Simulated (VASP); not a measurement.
Here is a VASP 6.6.1 calculation.

File INCAR:

```
ALGO     = Normal         # electronic algorithm
EDIFF    = 1E-6           # SCF threshold, eV
EDIFFG   = -0.01          # ionic threshold
ENCUT    = 600            # plane-wave cutoff, eV
GGA      = PE             # functional
IBRION   = 2              # ionic algorithm
ISIF     = 3              # what is computed and relaxed
ISMEAR   = 0              # smearing method
LASPH    = T              # aspherical terms in the spheres
LCHARG   = F              # write CHGCAR
LREAL    = F              # projectors in reciprocal space
LWAVE    = F              # write WAVECAR
NELM     = 100            # most SCF steps
NSW      = 100            # ionic steps
PREC     = Accurate       # precision mode
SIGMA    = 0.1            # smearing width, eV
```

KPOINTS

```
k-points
0
Gamma
  12 12 12
```

File POSCAR:

```
Be3Se
1.0
    3.6283388735      0.0000000000      0.0000000000
    0.0000000000      3.6283388735      0.0000000000
    0.0000000000      0.0000000000      3.6283388735
Be Se
3 1
Direct
    0.0000000000      0.5000000000      0.5000000000
    0.5000000000      0.0000000000      0.5000000000
    0.5000000000      0.5000000000      0.0000000000
    0.0000000000      0.0000000000      0.0000000000
```

Potentials or basis: VASP PAW PBE potentials, release 64 (Be, Se).

The run is started by

```bash
$ cat potpaw_PBE.64/Be/POTCAR potpaw_PBE.64/Se/POTCAR > POTCAR
$ mpirun -np 1 vasp_std > vasp.out
```

(1) What does it give for the relaxed volume?

(2) Predict the relaxed cell.

(3) Predict the space group after relaxing (to 0.1 Å).

## Answers

(1) 11.99 Å³/atom.

(2) a = 3.633 Å, b = 3.633 Å, c = 3.633 Å, α = 90.00°, β = 90.00°, γ = 90.00°.

(3) Pm-3m (No. 221).
